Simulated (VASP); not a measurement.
Crystal: NbC2.

```xyz
3
Lattice="3.2108 0.0000 0.0000 -1.6054 2.7807 0.0000 0.0000 0.0000 3.0663" Properties=species:S:1:pos:R:3 pbc="T T T"
Nb    0.0000    0.0000    0.0000
C     0.0000    1.8538    1.5332
C     1.6054    0.9269    1.5332
```

The cell was built from a structure type or drawn by symmetry, and may not be a known phase.

* Program: VASP 6.6.1
* Task: relaxation of cell and atoms
* Functional: PBE
* Potentials or basis: VASP PAW PBE potentials, release 64 (Nb_sv, C)
* Cutoff: 600 eV
* k mesh: 18 × 18 × 16
* Occupations: gaussian, width 0.1 eV
* Spin: no spin polarisation

At the start: pressure -0.9 GPa; volume 9.13 Å³/atom.

Q: How do energy, volume and symmetry change on relaxing?

A: Over 6 steps the energy falls by 3.1 meV/atom and the volume is 9.04 Å³/atom (-0.9 %); space group P6/mmm (No. 191, to 0.1 Å) before and after.

Step by step:
| step | energy change (eV) | largest force (eV/Å) | pressure (GPa) | volume (Å³) |
| --- | --- | --- | --- | --- |
| 1 | 0.0000 | 0.0000 | -0.93 | 27.38 |
| 2 | -0.0085 | 0.0000 | 0.12 | 27.16 |
| 3 | -0.0093 | 0.0000 | 0.57 | 27.08 |
| 4 | -0.0093 | 0.0000 | 0.60 | 27.07 |
| 5 | -0.0092 | 0.0000 | -0.73 | 27.20 |
| 6 | -0.0094 | 0.0000 | 0.01 | 27.13 |

Final structure:
```
Nb C
1.0
     3.17473    0.00000    0.00000
    -1.58737    2.74940    0.00000
     0.00000    0.00000    3.10822
Nb C
1 2
Direct
  0.00000 0.00000 0.00000
  0.33333 0.66667 0.50000
  0.66667 0.33333 0.50000
```

Caveat: the highest band is partly filled, so the run has too few bands.
